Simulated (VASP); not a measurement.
# SiGe (P6_3mc) in VASP: a series of runs, part 3 of 3

VASP 6.6.1. The steps go on from the part before.

### Step 4. Single point, PBEsol (atoms shifted along a free coordinate)

The input, INCAR:

```
PREC = Accurate ; ENCUT = 520
EDIFF = 1E-6 ; ISMEAR = 0
SIGMA = 0.03 ; LREAL = False
LASPH = True ; NELM = 80
ALGO = Normal ; ISIF = 2
LWAVE = False ; LCHARG = False
GGA = PS ; NBANDS = 26
```

The input, KPOINTS:

```
regular mesh
0
Gamma
  12 12 6
```

The input, POSCAR:

```
SiGe
1.0
    4.0018446113      0.0000000000      0.0000000000
   -2.0009223057      3.4656990954      0.0000000000
    0.0000000000      0.0000000000      6.6106243379
Si Ge
2 2
Direct
    0.6666666667      0.3333333333      0.8745463082
    0.3333333333      0.6666666667      0.3745463082
    0.6666666667      0.3333333333      0.4849323488
    0.3333333333      0.6666666667     -0.0150676512
```

Potentials or basis: VASP PAW PBE potentials, release 64 (Si, Ge_d).

On the command line:

```sh
$ cat potpaw_PBE.64/Si/POTCAR potpaw_PBE.64/Ge_d/POTCAR > POTCAR
$ mpirun -np 1 vasp_std > vasp.out
```

OUTCAR:

```text
PREC = Accurate
   ENCUT = 520
   EDIFF = 1E-6
   ISMEAR = 0
   LREAL = False
   LASPH = True
   NELM = 80
   ISIF = 2
   GGA = PS

 ion  position               nearest neighbor table
   1  0.667  0.333  0.875-   4 2.42   4 2.42   4 2.42   3 2.58
   2  0.333  0.667  0.375-   3 2.42   3 2.42   3 2.42   4 2.58
   3  0.667  0.333  0.485-   2 2.42   2 2.42   2 2.42   1 2.58
   4  0.333  0.667  0.985-   1 2.42   1 2.42   1 2.42   2 2.58

  LATTYP: Found a hexagonal cell.
 ALAT       =     4.0018446113
 C/A-ratio  =     1.6518943087

  Lattice vectors:

 A1 = (   4.0018446113,   0.0000000000,   0.0000000000)
 A2 = (  -2.0009223057,   3.4656990954,   0.0000000000)
 A3 = (   0.0000000000,   0.0000000000,   6.6106243379)

Analysis of symmetry for initial positions (statically):
=====================================================================
 Subroutine PRICEL returns:
 Original cell was already a primitive cell.

 Routine SETGRP: Setting up the symmetry group for a
 hexagonal supercell.

 Subroutine GETGRP returns: Found 12 space group operations
 (whereof  6 operations were pure point group operations)
 out of a pool of 24 trial point group operations.

The static configuration has the point symmetry C_3v.
 The point group associated with its full space group is C_6v.

Analysis of symmetry for dynamics (positions and initial velocities):
=====================================================================
 Subroutine PRICEL returns:
 Original cell was already a primitive cell.

 Routine SETGRP: Setting up the symmetry group for a
 hexagonal supercell.

 Subroutine GETGRP returns: Found 12 space group operations
 (whereof  6 operations were pure point group operations)
 out of a pool of 24 trial point group operations.

The dynamic configuration has the point symmetry C_3v.
 The point group associated with its full space group is C_6v.

 Subroutine INISYM returns: Found 12 space group operations
 (whereof  6 operations are pure point group operations),
 and found     1 'primitive' translations

----------------------------------------------------------------------------------------

                                     Primitive cell

  volume of cell :      91.6840

  direct lattice vectors                    reciprocal lattice vectors
     4.001844611  0.000000000  0.000000000     0.249884765  0.144271036  0.000000000
    -2.000922306  3.465699095  0.000000000     0.000000000  0.288542073  0.000000000
     0.000000000  0.000000000  6.610624338     0.000000000  0.000000000  0.151271642

  length of vectors
     4.001844611  4.001844611  6.610624338     0.288542073  0.288542073  0.151271642

  position of ions in fractional coordinates (direct lattice)
     0.666666667  0.333333333  0.874546308
     0.333333333  0.666666667  0.374546308
     0.666666667  0.333333333  0.484932349
     0.333333333  0.666666667  0.984932349

  ion indices of the primitive-cell ions
   primitive index   ion index
                 1           1
                 2           2
                 3           3
                 4           4

----------------------------------------------------------------------------------------

 KPOINTS: regular mesh

Automatic generation of k-mesh.
 Grid dimensions read from file:
 generate k-points for:   12   12    6

 Generating k-lattice:

  Cartesian coordinates                     Fractional coordinates (reciprocal lattice)
     0.020823730  0.012022586  0.000000000     0.083333333  0.000000000  0.000000000
     0.000000000  0.024045173  0.000000000     0.000000000  0.083333333  0.000000000
     0.000000000  0.000000000  0.025211940     0.000000000  0.000000000  0.166666667

  Length of vectors
     0.024045173  0.024045173  0.025211940

  Shift w.r.t. Gamma in fractional coordinates (k-lattice)
     0.000000000  0.000000000  0.000000000

 Subroutine IBZKPT returns following result:
 ===========================================

 Found     76 irreducible k-points:

 Following reciprocal coordinates:
            Coordinates               Weight
  0.000000  0.000000  0.000000      1.000000
  0.083333  0.000000  0.000000      6.000000
  0.166667 -0.000000  0.000000      6.000000
  0.250000  0.000000  0.000000      6.000000
  0.333333  0.000000  0.000000      6.000000
  0.416667 -0.000000  0.000000      6.000000
[... 16 lines left out ...]
  0.250000  0.000000  0.166667     12.000000
  0.333333  0.000000  0.166667     12.000000
 [... further k-points ...]
   k-points           NKPTS =     76   k-points in BZ     NKDIM =     76   number of bands    NBANDS=     26
   number of dos      NEDOS =    301   number of ions     NIONS =      4
   total plane-waves  NPLWV =  45000
   dimension x,y,z NGX =    30 NGY =   30 NGZ =   50
   dimension x,y,z NGXF=    60 NGYF=   60 NGZF=  100
   ions per type =               2   2
   NGX,Y,Z   is equivalent  to a cutoff of  12.46, 12.46, 12.57 a.u.
   NGXF,Y,Z  is equivalent  to a cutoff of  24.93, 24.93, 25.15 a.u.
 SYSTEM =  unknown system
   PREC   = accura    normal or accurate (medium, high low for compatibility)
   ISTART =      0    job   : 0-new  1-cont  2-samecut
   ICHARG =      2    charge: 1-file 2-atom 10-const
   ISPIN  =      1    spin polarized calculation?
   LNONCOLLINEAR =      F non collinear calculations
   LSORBIT =      F    spin-orbit coupling
   LASPH  =      T    aspherical Exc in radial PAW
   ENCUT  =  520.0 eV  38.22 Ry    6.18 a.u.   7.44  7.44 12.29*2*pi/ulx,y,z
   NELM   =     80;   NELMIN=  2; NELMDL= -5     # of ELM steps
   EDIFF  = 0.1E-05   stopping-criterion for ELM
   LREAL  =      F    real-space projection
   EDIFFG = 0.1E-04   stopping-criterion for IOM
   NSW    =      0    number of steps for IOM
   IBRION =     -1    ionic relax: 0-MD 1-quasi-New 2-CG
   NFREE  =      0    steps in history (QN), initial steepest desc. (CG)
   ISIF   =      2    stress and relaxation
   ISYM   =      2    0-nonsym 1-usesym 2-fastsym
   POTIM  = 0.5000    time-step for ionic-motion
   TEBEG  =    0.0;   TEEND  =   0.0 temperature during run
   PSTRESS=    0.0 pullay stress
   NELECT =      36.0000    total number of electrons
   NUPDOWN=      -1.0000    fix difference up-down
   EMIN   =  10.00;   EMAX   =-10.00  energy-range for DOS
   EFERMI =   0.00;   METHOD = LEGACY
   ISMEAR =     0;   SIGMA  =   0.03  broadening in eV -4-tet -1-fermi 0-gaus
   EFERMI_NEDOS =   21; number of points for ismear=-14 and -15
   IALGO  =     38    algorithm
   IMIX   =      4    mixing-type and parameters
     AMIX     =   0.40;   BMIX     =  1.00
     AMIX_MAG =   1.60;   BMIX_MAG =  1.00
  volume/ion in A,a.u.               =      22.92       154.68
  Fermi-wavevector in a.u.,A,eV,Ry     =   1.198794  2.265392 19.553021  1.437107
  Thomas-Fermi vector in A             =   2.334673
   LORBIT       =      0    0 simple, 1 ext, 2 COOP (PROOUT), +10 PAW based schemes
   GGA     = PS    functional components
   LHFCALC =     F    Hartree Fock is set to
   AEXX    =    0.0000 exact exchange contribution
   IVDW    =     0    specifies the selected vdW correction
   LEPSILON=     F    determine dielectric tensor
   LRPA    =     F    only Hartree local field effects (RPA)
 non-spin polarized calculation
 Gauss-broadening in eV      SIGMA  =   0.03
  energy-cutoff  :      520.00
  volume of cell :       91.68
 maximum number of plane-waves:      2539
 NGX is ok and might be reduce to    30
   NGX = 15   NGY = 15   NGZ = 25

 number of electron      36.0000034 magnetization

 Free energy of the ion-electron system (eV)
  ---------------------------------------------------
  ext. energy  EPLUGINS =         0.00000000
  ---------------------------------------------------
  free energy    TOTEN  =       -21.04883579 eV

  energy without entropy =      -21.04872862  energy(sigma->0) =      -21.04878220

 E-fermi :   4.9153     XC(G=0):  -9.5494

 val. band max:        4.9061222017   @ k =   0.0833   0.0000   0.0000
 cond. band min:       5.0491061023   @ k =   0.0000   0.0000   0.0000
 fundamental gap:      0.1429839007
 Fermi energy:         4.9152616575

 k-point     1 :       0.0000    0.0000    0.0000
  band No.  band energies     occupation
      1     -19.6807      2.00000
      2     -19.6807      2.00000
      3     -19.6804      2.00000
      4     -19.6800      2.00000
      5     -19.6788      2.00000
      6     -19.6788      2.00000
[... 685 lines left out ...]
     25      11.3445      0.00000
     26      11.8512      0.00000

 [... further k-points ...]

------------------------ aborting loop because EDIFF is reached ----------------------------------------

  FORCE on cell =-STRESS in cart. coord.  units (eV):
  Direction    XX          YY          ZZ          XY          YZ          ZX
  --------------------------------------------------------------------------------------
  -------------------------------------------------------------------------------------
  Total       -2.1478181     -2.1478181     -4.0625181      0.0000000      0.0000000      0.0000000
  in kB      -37.5331076    -37.5331076    -70.9924780      0.0000000      0.0000000      0.0000000
  external PRESSURE =     -48.6862311 kB  Pullay stress =       0.0000000 kB

 VOLUME and BASIS-vectors are now :
 -----------------------------------------------------------------------------
  energy-cutoff  :      520.00
  volume of cell :       91.68
      direct lattice vectors                 reciprocal lattice vectors
     4.001844611  0.000000000  0.000000000     0.249884765  0.144271036  0.000000000
    -2.000922306  3.465699095  0.000000000     0.000000000  0.288542073  0.000000000
     0.000000000  0.000000000  6.610624338     0.000000000  0.000000000  0.151271642

 POSITION                                       TOTAL-FORCE (eV/Angst)
 -----------------------------------------------------------------------------------
      2.00092      1.15523      5.78130         0.000000      0.000000     -0.877941
     -0.00000      2.31047      2.47598        -0.000000     -0.000000     -0.877941
      2.00092      1.15523      3.20571         0.000000      0.000000      0.877941
     -0.00000      2.31047      6.51102        -0.000000     -0.000000      0.877941
 -----------------------------------------------------------------------------------
    total drift:                                0.000000      0.000000     -0.000302

  FREE ENERGIE OF THE ION-ELECTRON SYSTEM (eV)
  ---------------------------------------------------
  free  energy   TOTEN  =       -21.0488357879 eV

  energy  without entropy=      -21.0487286200  energy(sigma->0) =      -21.04878220
```

OSZICAR:

```text
N       E                     dE             d eps       ncg     rms          rms(c)
DAV:   1     0.261205052124E+03    0.26121E+03   -0.17632E+04  4650   0.287E+03
DAV:   2     0.214071847126E+02   -0.23980E+03   -0.23159E+03  3984   0.623E+02
DAV:   3    -0.196369743211E+02   -0.41044E+02   -0.40628E+02  4806   0.154E+02
DAV:   4    -0.213146149035E+02   -0.16776E+01   -0.16748E+01  4768   0.343E+01
DAV:   5    -0.213508992712E+02   -0.36284E-01   -0.36277E-01  4808   0.566E+00    0.528E+00
DAV:   6    -0.211476124978E+02    0.20329E+00   -0.83592E-02  4834   0.241E+00    0.307E+00
DAV:   7    -0.210462137000E+02    0.10140E+00   -0.14258E-01  4300   0.264E+00    0.206E-01
DAV:   8    -0.210484528857E+02   -0.22392E-02   -0.14475E-02  4794   0.135E+00    0.108E-01
DAV:   9    -0.210487125600E+02   -0.25967E-03   -0.40436E-04  4788   0.161E-01    0.694E-02
DAV:  10    -0.210488188681E+02   -0.10631E-03   -0.11579E-04  4620   0.941E-02    0.191E-02
DAV:  11    -0.210488337936E+02   -0.14926E-04   -0.14918E-05  4574   0.226E-02    0.463E-03
DAV:  12    -0.210488356633E+02   -0.18697E-05   -0.21692E-06  3876   0.140E-02    0.229E-03
DAV:  13    -0.210488357879E+02   -0.12467E-06   -0.18404E-07  2704   0.386E-03
   1 F= -.21048836E+02 E0= -.21048782E+02  d E =-.107168E-03
```

Run time: 3.5 min. Hardware: 1 thread of Intel Xeon 8259CL, shared host; peak memory 0.3 GiB.

What came out:

```
Free energy            : -21.0488 eV
Pressure               : -4.9 GPa
Largest force          : 0.878 eV/Å
Band gap on the k mesh : zero (bands 18 and 19 overlap by 0.07 eV)
```

Forces on the atoms (eV/Å):
```
Si   0.000  0.000 -0.878
Si   0.000  0.000 -0.878
Ge   0.000  0.000  0.878
Ge   0.000  0.000  0.878
```

Caveat: the cell differs from its parent crystal (atoms shifted along a free coordinate); the cell stands under tension; semilocal functionals underestimate gaps, and a narrow one can read as zero; the PAW data sets were made with another functional, which shifts forces and pressure a little.

### Step 5. The runs side by side

```tsv
cell	gap on the mesh (eV)	pressure (GPa)	largest force (eV/Å)
as given, atomic positions A	none	-4.7	1.92
as given, atomic positions B	none	-4.6	1.21
as given, atomic positions C	none	-4.9	0.88
```

Alike in all rows: task single point; level PBEsol; potentials or basis VASP PAW PBE potentials, release 64 (Si, Ge_d); no spin polarisation; k mesh 12 × 12 × 6; cutoff (eV) 520; smearing gaussian 0.03 eV.

Caveats: semilocal functionals underestimate gaps, and a narrow one can read as zero; the PAW data sets were made with another functional, which shifts forces and pressure a little; the cell stands under tension (at least some runs); the stress differs along the axes, from -7 to 0 GPa (at least some runs).

Absolute energies hang on the potentials; compare differences alone.

The gap in the log of VASP goes by the Fermi energy; the results here count the filled bands.